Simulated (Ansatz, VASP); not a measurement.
NaAl3O in VASP and in Ansatz

File INCAR:

```
SYSTEM = NaAl3O
PREC = Accurate
ENCUT = 520
EDIFF = 1E-6
ISMEAR = 0
SIGMA = 0.1
LREAL = .False.
LASPH = .True.
NELM = 80
ALGO = Normal
ISIF = 2
LWAVE = .False.
LCHARG = .False.
GGA = PE
NBANDS = 19
```

Contents of KPOINTS:

```
Automatic mesh
0
Gamma
  4 4 4
  0 0 0
```

File POSCAR:

```
NaAl3O
1.0
    4.4049178900      0.0000000000      0.0000000000
    0.0000000000      4.4049178900      0.0000000000
    0.0000000000      0.0000000000      4.4049178900
Na Al O
1 3 1
Direct
    0.0000000000      0.0000000000      0.0000000000
    0.5000000000      0.0000000000      0.0000000000
    0.0000000000      0.5000000000      0.0000000000
    0.0000000000      0.0000000000      0.5000000000
    0.5000000000      0.5000000000      0.5000000000
```

Input for Ansatz:

```yaml
crystal:
  lattice:
    - [4.40491789, 0.0, 0.0]
    - [0.0, 4.40491789, 0.0]
    - [0.0, 0.0, 4.40491789]
  atoms:
    - { symbol: Na, position: [0.0, 0.0, 0.0] }
    - { symbol: Al, position: [0.5, 0.0, 0.0] }
    - { symbol: Al, position: [0.0, 0.5, 0.0] }
    - { symbol: Al, position: [0.0, 0.0, 0.5] }
    - { symbol: O, position: [0.5, 0.5, 0.5] }
basis:
  ecutwfc: 420
kpoints:
  mp_grid: { grid: [4, 4, 4] }
hamiltonian:
  xc: pbe
scf:
  occupations: { method: gaussian, width: 0.1 }
  lower_state_search: "off"
output:
  forces: true
  stress: true
  eigenvalues: true
```

Alike in both runs: task single point; functional PBE; k mesh 4 × 4 × 4; occupations gaussian, width 0.1 eV; no spin polarisation.

```csv
,VASP,Ansatz
version,VASP 6.6.1,Ansatz 0.2.0
potentials or method,"VASP PAW PBE potentials, release 64 (Na_pv, Al, O), cutoff 520 eV","scalar-relativistic, plane waves, PAW"
valence electrons in the cell,22,24
```

|  | VASP | Ansatz | Ansatz less VASP |
| --- | --- | --- | --- |
| gap on the k mesh at the Fermi level (eV) | none | none | - |
| pressure (GPa) | 21.2 | 21.2 | -0.06 |

A gap of «none» marks a metal or a gap that the smearing closes. VASP's potentials hold 22 valence electrons a cell and Ansatz's 24, so a difference there can come from the potentials and not from the codes.
